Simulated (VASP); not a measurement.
Wanted: the native input for a VASP 6.6.1 run.

| Quantity | Value |
| --- | --- |
| Task | single point |
| Functional | PBEsol |
| Potentials or basis | VASP PAW PBE potentials, release 64 (Ag, Br) |
| Cutoff | 500 eV |
| k mesh | 4 × 4 × 4 |
| Occupations | gaussian, width 0.01 eV |
| Spin | no spin polarisation |
| Dipole correction | no |
| Further INCAR settings | ALGO = Normal; EDIFF = 1e-06; NBANDS = 26 |

The structure of AgBr lies in POSCAR:

```
AgBr
1.0
    4.0921161929      0.0000000000      0.0414619150
    0.0000000000      4.0919047222      0.0000000000
   -0.0576709946      0.0000000000      5.7835260858
Ag Br
2 2
Direct
    0.7499714111      0.7500000000      0.7499778864
    0.2500285889      0.2500000000      0.2500221136
    0.2499844905      0.2500000000      0.7500035537
    0.7500155095      0.7500000000      0.2499964463
```

One way to write it, as run:

INCAR

```
SYSTEM = AgBr
ALGO     = Normal         ! electronic algorithm
EDIFF    = 1E-6           ! SCF threshold, eV
ENCUT    = 500            ! plane-wave cutoff, eV
GGA      = PS             ! functional
GGA_COMPAT= .False.      
ISIF     = 2              ! what is computed and relaxed
ISMEAR   = 0              ! smearing method
LASPH    = .True.         ! aspherical terms in the spheres
LCHARG   = .False.        ! write CHGCAR
LREAL    = .False.        ! projectors in reciprocal space
LWAVE    = .False.        ! write WAVECAR
NBANDS   = 26             ! bands
NELM     = 120            ! most SCF steps
PREC     = Accurate       ! precision mode
SIGMA    = 0.01           ! smearing width, eV
```

KPOINTS

```
k-points
0
Gamma
  4 4 4
  0 0 0
```

Potentials or basis: VASP PAW PBE potentials, release 64 (Ag, Br).

Launch:

```console
$ cat potpaw_PBE.64/Ag/POTCAR potpaw_PBE.64/Br/POTCAR > POTCAR
$ mpirun -np 1 vasp_std > vasp.out
```

It gave:

| Item | Value |
| --- | --- |
| Pressure | -2.5 GPa |
| Band gap on the k mesh | 0.51 eV |

Caveat: the PAW data sets were made with another functional, which shifts forces and pressure a little.

Wall time 29 s on 1 thread of AMD EPYC 9R45 (Zen 5), with other jobs on the host, peak memory 0.18 GiB.
